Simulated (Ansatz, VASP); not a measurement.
One calculation of Zr2C3, two programs

INCAR

```
SYSTEM = Zr2C3
PREC = Accurate
ENCUT = 600
EDIFF = 1E-7
ISMEAR = 0
SIGMA = 0.1
LREAL = .FALSE.
LASPH = .TRUE.
NELM = 60
ALGO = Normal
ISIF = 3
LWAVE = .FALSE.
LCHARG = .FALSE.
GGA = PE
IBRION = 2
NSW = 90
EDIFFG = -0.04
```

File KPOINTS:

```
regular mesh
0
G
  6 6 6
  0 0 0
```

Contents of POSCAR:

```
Zr2C3
1.0
    2.6122489041      1.5081826079      4.7546852885
   -2.6122489041      1.5081826079      4.7546852885
    0.0000000000     -3.0163652160      4.7546852885
Zr C
4 6
Direct
    0.8521800000      0.8521800000      0.8521800000
    0.6478200000      0.6478200000      0.6478200000
    0.1478200000      0.1478200000      0.1478200000
    0.3521800000      0.3521800000      0.3521800000
    0.0562500000      0.4437500000      0.7500000000
    0.7500000000      0.0562500000      0.4437500000
    0.4437500000      0.7500000000      0.0562500000
    0.9437500000      0.5562500000      0.2500000000
    0.2500000000      0.9437500000      0.5562500000
    0.5562500000      0.2500000000      0.9437500000
```

Input for Ansatz:

```yaml
crystal:
  lattice:
    - [2.6122489041, 1.5081826079, 4.7546852885]
    - [-2.6122489041, 1.5081826079, 4.7546852885]
    - [0.0, -3.016365216, 4.7546852885]
  atoms:
    - { symbol: Zr, position: [0.85218, 0.85218, 0.85218] }
    - { symbol: Zr, position: [0.64782, 0.64782, 0.64782] }
    - { symbol: Zr, position: [0.14782, 0.14782, 0.14782] }
    - { symbol: Zr, position: [0.35218, 0.35218, 0.35218] }
    - { symbol: C, position: [0.05625, 0.44375, 0.75] }
    - { symbol: C, position: [0.75, 0.05625, 0.44375] }
    - { symbol: C, position: [0.44375, 0.75, 0.05625] }
    - { symbol: C, position: [0.94375, 0.55625, 0.25] }
    - { symbol: C, position: [0.25, 0.94375, 0.55625] }
    - { symbol: C, position: [0.55625, 0.25, 0.94375] }
basis:
  ecutwfc: 420
kpoints:
  mp_grid: { grid: [6, 6, 6] }
hamiltonian:
  xc: pbe
scf:
  occupations: { method: gaussian, width: 0.1 }
  lower_state_search: "off"
output:
  forces: true
  stress: true
  eigenvalues: true
relax:
  adjacent_minimum: "off"
  f_tol: 0.04
  max_steps: 70
  cell: { stress_tol: 0.4 }
```

Alike in both runs: task relaxation of cell and atoms; functional PBE; k mesh 6 × 6 × 6; occupations gaussian, width 0.1 eV; no spin polarisation.

|  | VASP | Ansatz |
| --- | --- | --- |
| version | VASP 6.6.1 | Ansatz 0.2.0 |
| potentials or method | VASP PAW PBE potentials, release 64 (Zr_sv, C), cutoff 600 eV | scalar-relativistic, plane waves, PAW |
| valence electrons in the cell | 72 | 72 |

```csv
,VASP,Ansatz,Ansatz less VASP
"gap on the k mesh at the Fermi level, each at its own relaxed structure (eV)",none,none,-
relaxed volume (Å³/atom),14.29,14.29,+0.005
relaxed cell length with the largest relative difference (Å),5.959,5.963,+0.0042
```

A gap of «none» marks a metal or a gap that the smearing closes.

Noted on VASP's run: the volume moved by over 15 % at a fixed basis, so the end points are rough.
